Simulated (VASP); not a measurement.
## SnO2: single point with PBEsol

SnO2:

```
Sn O
1.0
     1.61709    0.93363    4.80059
    -1.61709    0.93363    4.80059
     0.00000   -1.86726    4.80059
Sn O
1 2
Direct
  0.50000 0.50000 0.50000
  0.23717 0.23717 0.23717
  0.76283 0.76283 0.76283
```

- Program: VASP 6.6.1
- Task: single point
- Functional: PBEsol
- Potentials or basis: VASP PAW PBE potentials, release 64 (Sn_d, O)
- Cutoff: 520 eV
- k mesh: 10 × 10 × 10
- Occupations: gaussian, width 0.01 eV
- Spin: no spin polarisation

```
Pressure               : -4.6 GPa
Largest force          : 0.347 eV/Å
Band gap on the k mesh : 1.84 eV (least direct gap 1.97 eV)
```

Forces on the atoms (eV/Å):
```
Sn   0.000  0.000  0.000
O    0.000  0.000 -0.347
O    0.000  0.000  0.347
```

Stress tensor (GPa, compression positive):
```
-5.11  0.00  0.00
 0.00 -5.11  0.00
 0.00  0.00 -3.60
```

Levels at points of the mesh, in eV from the valence-band top:
| k point | band 10 | band 11 | band 12 | band 13 | band 14 | band 15 | band 16 | band 17 |
| --- | --- | --- | --- | --- | --- | --- | --- | --- |
| (0.00, 0.00, 0.00) | -1.28 | -0.90 | -0.90 | -0.12 | 1.84 | 5.57 | 10.87 | 10.87 |
| (0.50, 0.00, 0.00) | -2.97 | -1.48 | -0.60 | -0.56 | 5.23 | 7.58 | 9.92 | 12.14 |
| (0.50, 0.50, 0.00) | -3.06 | -1.15 | -0.46 | -0.02 | 4.96 | 6.77 | 10.58 | 11.15 |
| (0.50, 0.50, 0.50) | -1.35 | -1.28 | -0.85 | -0.85 | 3.11 | 5.52 | 11.04 | 11.04 |

It took 5.5 min on 1 thread of Intel Xeon 8259CL (shared host), peak memory 0.3 GiB.

Caveat: the cell stands under tension; the PAW data sets were made with another functional, which shifts forces and pressure a little; spin-orbit coupling is left out, which moves the levels of the heavy elements. A k mesh can miss the band edges.
